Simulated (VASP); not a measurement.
# TaF3 (R-3m) in VASP: further runs

TaF3 is run at these levels: PBEsol; tasks: single point.

Program: VASP 6.6.1. These are calculated values, not measurements. Logs are shortened: lines on timing, memory, paths and dates and some standing lists are left out, and cuts for length are marked.

## Step 1: The cell of the first run

Symmetry: R-3m, No. 166, trigonal system. The conventional cell has a = 5.192 Å, b = 5.192 Å, c = 7.630 Å, α = 90.00°, β = 90.00°, γ = 120.00°. Within 2.6 Å of Ta (site symmetry -3m) lie 6 F at 1.97 Å. F (site symmetry 2/m) has 2 Ta at 1.97 Å and 4 F at 2.60 Å within 2.6 Å.

## Step 2: Single point, PBEsol

Input file INCAR:

```
SYSTEM = TaF3
PREC     = Accurate       ! precision mode
ENCUT    = 520            ! plane-wave cutoff, eV
EDIFF    = 1E-6           ! SCF threshold, eV
ISMEAR   = 0              ! smearing method
SIGMA    = 0.15           ! smearing width, eV
LREAL    = .False.        ! projectors in reciprocal space
LASPH    = .True.         ! aspherical terms in the spheres
NELM     = 80             ! most SCF steps
ALGO     = Normal         ! electronic algorithm
ISIF     = 2              ! what is computed and relaxed
LWAVE    = .False.        ! write WAVECAR
LCHARG   = .False.        ! write CHGCAR
GGA      = PS             ! functional
NBANDS   = 24             ! bands
```

Input file KPOINTS:

```
Automatic mesh
0
Gamma
  14 14 14
  0 0 0
```

Input file POSCAR:

```
TaF3
1.0
    3.9159144063      0.2447446504      0.2447446504
    0.2447446504      3.9159144063      0.2447446504
    0.2447446504      0.2447446504      3.9159144063
Ta F
1 3
Direct
    0.0000000000      0.0000000000      0.0000000000
    0.5000000000      0.0000000000      0.0000000000
    0.0000000000      0.5000000000      0.0000000000
    0.0000000000      0.0000000000      0.5000000000
```

Potentials or basis: VASP PAW PBE potentials, release 64 (Ta_pv, F).

On the command line:

```
$ cat potpaw_PBE.64/Ta_pv/POTCAR potpaw_PBE.64/F/POTCAR > POTCAR
$ mpirun -np 1 vasp_std > vasp.out
```

OUTCAR:

```text
SYSTEM = TaF3
   PREC = Accurate
   ENCUT = 520
   EDIFF = 1E-6
   ISMEAR = 0
   LREAL = .False.
   LASPH = .True.
   NELM = 80
   ISIF = 2
   GGA = PS

 ion  position               nearest neighbor table
   1  0.000  0.000  0.000-   2 1.97   3 1.97   4 1.97   4 1.97   3 1.97   2 1.97
   2  0.500  0.000  0.000-   1 1.97   1 1.97
   3  0.000  0.500  0.000-   1 1.97   1 1.97
   4  0.000  0.000  0.500-   1 1.97   1 1.97

  LATTYP: Found a trigonal (rhomboedric) cell.
 ALAT       =     3.9311811870
 COS(alpha) =     0.1279069767

  Lattice vectors:

 A1 = (   3.9159144063,   0.2447446504,   0.2447446504)
 A2 = (   0.2447446504,   3.9159144063,   0.2447446504)
 A3 = (   0.2447446504,   0.2447446504,   3.9159144063)

Analysis of symmetry for initial positions (statically):
=====================================================================
 Subroutine PRICEL returns:
 Original cell was already a primitive cell.

 Routine SETGRP: Setting up the symmetry group for a
 trigonal (rhombohedral) supercell.

 Subroutine GETGRP returns: Found 12 space group operations
 (whereof 12 operations were pure point group operations)
 out of a pool of 12 trial point group operations.

The static configuration has the point symmetry D_3d.

Analysis of symmetry for dynamics (positions and initial velocities):
=====================================================================
 Subroutine PRICEL returns:
 Original cell was already a primitive cell.

 Routine SETGRP: Setting up the symmetry group for a
 trigonal (rhombohedral) supercell.

 Subroutine GETGRP returns: Found 12 space group operations
 (whereof 12 operations were pure point group operations)
 out of a pool of 12 trial point group operations.

The dynamic configuration has the point symmetry D_3d.

 Subroutine INISYM returns: Found 12 space group operations
 (whereof 12 operations are pure point group operations),
 and found     1 'primitive' translations

----------------------------------------------------------------------------------------

                                     Primitive cell

  volume of cell :      59.3738

  direct lattice vectors                    reciprocal lattice vectors
     3.915914406  0.244744650  0.244744650     0.257259813 -0.015132930 -0.015132930
     0.244744650  3.915914406  0.244744650    -0.015132930  0.257259813 -0.015132930
     0.244744650  0.244744650  3.915914406    -0.015132930 -0.015132930  0.257259813

  length of vectors
     3.931181187  3.931181187  3.931181187     0.258148450  0.258148450  0.258148450

  position of ions in fractional coordinates (direct lattice)
     0.000000000  0.000000000  0.000000000
     0.500000000  1.000000000  0.000000000
     1.000000000  0.500000000  0.000000000
     1.000000000  1.000000000  0.500000000

  ion indices of the primitive-cell ions
   primitive index   ion index
                 1           1
                 2           2
                 3           3
                 4           4

----------------------------------------------------------------------------------------

 KPOINTS: Automatic mesh

Automatic generation of k-mesh.
 Grid dimensions read from file:
 generate k-points for:   14   14   14

 Generating k-lattice:

  Cartesian coordinates                     Fractional coordinates (reciprocal lattice)
     0.018375701 -0.001080924 -0.001080924     0.071428571 -0.000000000  0.000000000
    -0.001080924  0.018375701 -0.001080924    -0.000000000  0.071428571  0.000000000
    -0.001080924 -0.001080924  0.018375701     0.000000000  0.000000000  0.071428571

  Length of vectors
     0.018439175  0.018439175  0.018439175

  Shift w.r.t. Gamma in fractional coordinates (k-lattice)
     0.000000000  0.000000000  0.000000000

 Subroutine IBZKPT returns following result:
 ===========================================

 Found    288 irreducible k-points:

 Following reciprocal coordinates:
            Coordinates               Weight
  0.000000  0.000000  0.000000      1.000000
  0.071429 -0.000000  0.000000      6.000000
  0.142857  0.000000  0.000000      6.000000
  0.214286 -0.000000 -0.000000      6.000000
  0.285714 -0.000000 -0.000000      6.000000
  0.357143  0.000000  0.000000      6.000000
[... 16 lines left out ...]
  0.214286  0.142857 -0.000000     12.000000
  0.285714  0.142857 -0.000000     12.000000
 [... further k-points ...]
   k-points           NKPTS =    288   k-points in BZ     NKDIM =    288   number of bands    NBANDS=     24
   number of dos      NEDOS =    301   number of ions     NIONS =      4
   total plane-waves  NPLWV =  27000
   dimension x,y,z NGX =    30 NGY =   30 NGZ =   30
   dimension x,y,z NGXF=    60 NGYF=   60 NGZF=   60
   ions per type =               1   3
   NGX,Y,Z   is equivalent  to a cutoff of  12.69, 12.69, 12.69 a.u.
   NGXF,Y,Z  is equivalent  to a cutoff of  25.37, 25.37, 25.37 a.u.
 SYSTEM =  TaF3
   PREC   = accura    normal or accurate (medium, high low for compatibility)
   ISTART =      0    job   : 0-new  1-cont  2-samecut
   ICHARG =      2    charge: 1-file 2-atom 10-const
   ISPIN  =      1    spin polarized calculation?
   LNONCOLLINEAR =      F non collinear calculations
   LSORBIT =      F    spin-orbit coupling
   LASPH  =      T    aspherical Exc in radial PAW
   ENCUT  =  520.0 eV  38.22 Ry    6.18 a.u.   7.31  7.31  7.31*2*pi/ulx,y,z
   NELM   =     80;   NELMIN=  2; NELMDL= -5     # of ELM steps
   EDIFF  = 0.1E-05   stopping-criterion for ELM
   LREAL  =      F    real-space projection
   EDIFFG = 0.1E-04   stopping-criterion for IOM
   NSW    =      0    number of steps for IOM
   IBRION =     -1    ionic relax: 0-MD 1-quasi-New 2-CG
   NFREE  =      0    steps in history (QN), initial steepest desc. (CG)
   ISIF   =      2    stress and relaxation
   ISYM   =      2    0-nonsym 1-usesym 2-fastsym
   POTIM  = 0.5000    time-step for ionic-motion
   TEBEG  =    0.0;   TEEND  =   0.0 temperature during run
   PSTRESS=    0.0 pullay stress
   NELECT =      32.0000    total number of electrons
   NUPDOWN=      -1.0000    fix difference up-down
   EMIN   =  10.00;   EMAX   =-10.00  energy-range for DOS
   EFERMI =   0.00;   METHOD = LEGACY
   ISMEAR =     0;   SIGMA  =   0.15  broadening in eV -4-tet -1-fermi 0-gaus
   EFERMI_NEDOS =   21; number of points for ismear=-14 and -15
   IALGO  =     38    algorithm
   IMIX   =      4    mixing-type and parameters
     AMIX     =   0.40;   BMIX     =  1.00
     AMIX_MAG =   1.60;   BMIX_MAG =  1.00
  volume/ion in A,a.u.               =      14.84       100.17
  Fermi-wavevector in a.u.,A,eV,Ry     =   1.332273  2.517631 24.149685  1.774952
  Thomas-Fermi vector in A             =   2.461221
   LORBIT       =      0    0 simple, 1 ext, 2 COOP (PROOUT), +10 PAW based schemes
   GGA     = PS    functional components
   LHFCALC =     F    Hartree Fock is set to
   AEXX    =    0.0000 exact exchange contribution
   IVDW    =     0    specifies the selected vdW correction
   LEPSILON=     F    determine dielectric tensor
   LRPA    =     F    only Hartree local field effects (RPA)
 non-spin polarized calculation
 Gauss-broadening in eV      SIGMA  =   0.15
  energy-cutoff  :      520.00
  volume of cell :       59.37
 maximum number of plane-waves:      1626
 NGX is ok and might be reduce to    30

 number of electron      32.0000016 magnetization

 Free energy of the ion-electron system (eV)
  ---------------------------------------------------
  ext. energy  EPLUGINS =         0.00000000
  ---------------------------------------------------
  free energy    TOTEN  =       -27.64094551 eV

  energy without entropy =      -27.61527460  energy(sigma->0) =      -27.62811006

 E-fermi :   4.4090     XC(G=0):  -9.3390

 val. band max:        4.4083558358   @ k =  -0.2143   0.4286   0.2143
 cond. band min:       4.4095973753   @ k =  -0.2857   0.1429  -0.0000
 fundamental gap:      0.0012415395
 Fermi energy:         4.4089917441

 k-point     1 :       0.0000    0.0000    0.0000
  band No.  band energies     occupation
      1     -32.7446      2.00000
      2     -32.5092      2.00000
      3     -32.5092      2.00000
      4     -24.1565      2.00000
      5     -23.7073      2.00000
      6     -23.7073      2.00000
[... 16 lines left out ...]
     23      13.6170      0.00000
     24      13.6170      0.00000

 k-point     2 :       0.0714   -0.0000    0.0000
  band No.  band energies     occupation
      1     -32.7516      2.00000
      2     -32.5188      2.00000
      3     -32.5089      2.00000
      4     -24.1354      2.00000
      5     -23.7068      2.00000
      6     -23.6744      2.00000
[... 16 lines left out ...]
     23      13.5396      0.00000
     24      13.5489      0.00000

 k-point     3 :       0.1429    0.0000    0.0000
  band No.  band energies     occupation
      1     -32.7743      2.00000
      2     -32.5421      2.00000
      3     -32.5082      2.00000
      4     -24.0902      2.00000
      5     -23.7063      2.00000
      6     -23.5680      2.00000
[... 16 lines left out ...]
     23      13.4312      0.00000
     24      13.6097      0.00000
[... 514 lines left out ...]
 k-point    23 :       0.2143    0.1429   -0.0000
  band No.  band energies     occupation
      1     -32.8338      2.00000
      2     -32.5906      2.00000
      3     -32.5251      2.00000
      4     -23.9682      2.00000
      5     -23.5917      2.00000
      6     -23.3752      2.00000
[... 16 lines left out ...]
     23      12.7166      0.00000
     24      13.1416      0.00000

 k-point    24 :       0.2857    0.1429   -0.0000
  band No.  band energies     occupation
      1     -32.8802      2.00000
      2     -32.6125      2.00000
      3     -32.5251      2.00000
      4     -23.9420      2.00000
      5     -23.5847      2.00000
      6     -23.1550      2.00000
[... 16 lines left out ...]
     23      13.0847      0.00000
     24      13.1560      0.00000

 [... further k-points ...]

------------------------ aborting loop because EDIFF is reached ----------------------------------------

  FORCE on cell =-STRESS in cart. coord.  units (eV):
  Direction    XX          YY          ZZ          XY          YZ          ZX
  --------------------------------------------------------------------------------------
  -------------------------------------------------------------------------------------
  Total        5.8385072      5.8385072      5.8385072      0.8915879      0.8915879      0.8915879
  in kB      157.5497648    157.5497648    157.5497648     24.0591408     24.0591408     24.0591408
  external PRESSURE =     157.5497648 kB  Pullay stress =       0.0000000 kB

 VOLUME and BASIS-vectors are now :
 -----------------------------------------------------------------------------
  energy-cutoff  :      520.00
  volume of cell :       59.37
      direct lattice vectors                 reciprocal lattice vectors
     3.915914406  0.244744650  0.244744650     0.257259813 -0.015132930 -0.015132930
     0.244744650  3.915914406  0.244744650    -0.015132930  0.257259813 -0.015132930
     0.244744650  0.244744650  3.915914406    -0.015132930 -0.015132930  0.257259813

 POSITION                                       TOTAL-FORCE (eV/Angst)
 -----------------------------------------------------------------------------------
      0.00000      0.00000      0.00000        -0.000000      0.000000     -0.000000
      1.95796      0.12237      0.12237        -0.000000     -0.000000      0.000000
      0.12237      1.95796      0.12237         0.000000      0.000000     -0.000000
      0.12237      0.12237      1.95796        -0.000000     -0.000000     -0.000000
 -----------------------------------------------------------------------------------
    total drift:                                0.000000      0.000000      0.000000

  FREE ENERGIE OF THE ION-ELECTRON SYSTEM (eV)
  ---------------------------------------------------
  free  energy   TOTEN  =       -27.6409455139 eV

  energy  without entropy=      -27.6152745987  energy(sigma->0) =      -27.62811006
```

It took 10 min on 1 thread of AMD EPYC 7R13, shared host; peak memory 0.41 GiB.

What came out:

| Quantity | Value |
| --- | --- |
| Free energy | -27.6409 eV |
| Pressure | 15.8 GPa |
| Band gap on the k mesh | zero (band 16 reaches 6.06 eV, above the bottom of band 17 at 3.27 eV) |

Stress tensor (GPa, compression positive):
```
15.75  2.41  2.41
 2.41 15.75  2.41
 2.41  2.41 15.75
```

Caveat: the PAW data sets were made with another functional, which shifts forces and pressure a little; spin-orbit coupling is left out, which moves the levels of the heavy elements.

## Step 3: Single point, PBEsol

This run uses another cell than the first one, of the same volume but with other edges.

Input file INCAR:

```
PREC = Accurate
ENCUT = 520
EDIFF = 1E-6
ISMEAR = 0
SIGMA = 0.15
LREAL = False
LASPH = True
NELM = 100
ALGO = Normal
ISIF = 2
LWAVE = False
LCHARG = False
GGA = PS
NBANDS = 24
```

Input file KPOINTS:

```
regular mesh
0
Gamma
  14 14 14
```

Input file POSCAR:

```
TaF3
1.0
    4.0314602104      0.7627086884      0.7627086884
    0.7627086884      4.0314602104      0.7627086884
    0.7627086884      0.7627086884      4.0314602104
Ta F
1 3
Direct
    0.0000000000      0.0000000000      0.0000000000
    0.5000000000      0.0000000000      0.0000000000
    0.0000000000      0.5000000000      0.0000000000
    0.0000000000      0.0000000000      0.5000000000
```

Potentials or basis: VASP PAW PBE potentials, release 64 (Ta_pv, F).

On the command line:

```
$ cat potpaw_PBE.64/Ta_pv/POTCAR potpaw_PBE.64/F/POTCAR > POTCAR
$ mpirun -np 1 vasp_std > vasp.out
```

It took 9.8 min on 1 thread of AMD EPYC 7R13, shared host; peak memory 0.41 GiB.

It converged, with:

```yaml
Free_energy: -26.8561 eV
Pressure: -5.3 GPa
Band_gap_on_the_k_mesh: zero (band 16 reaches 3.60 eV, above the bottom of band 17 at 2.22 eV)
```

Stress tensor (GPa, compression positive):
```
 -5.29 -12.28 -12.28
-12.28  -5.29 -12.28
-12.28 -12.28  -5.29
```

Levels at points of the mesh, in eV from the Fermi level:
```csv
k point,band 14,band 15,band 16,band 17,band 18,band 19
"(0.00, 0.00, 0.00)",-4.72,-4.72,-2.02,-0.65,-0.65,1.64
"(0.50, 0.00, 0.00)",-6.19,-4.78,-1.10,0.44,0.59,1.90
"(0.50, 0.50, 0.00)",-6.44,-4.73,0.48,0.66,0.75,2.51
"(0.50, 0.50, 0.50)",-4.67,-4.67,0.62,1.02,1.02,5.43
```

Caveat: the PAW data sets were made with another functional, which shifts forces and pressure a little; spin-orbit coupling is left out, which moves the levels of the heavy elements.
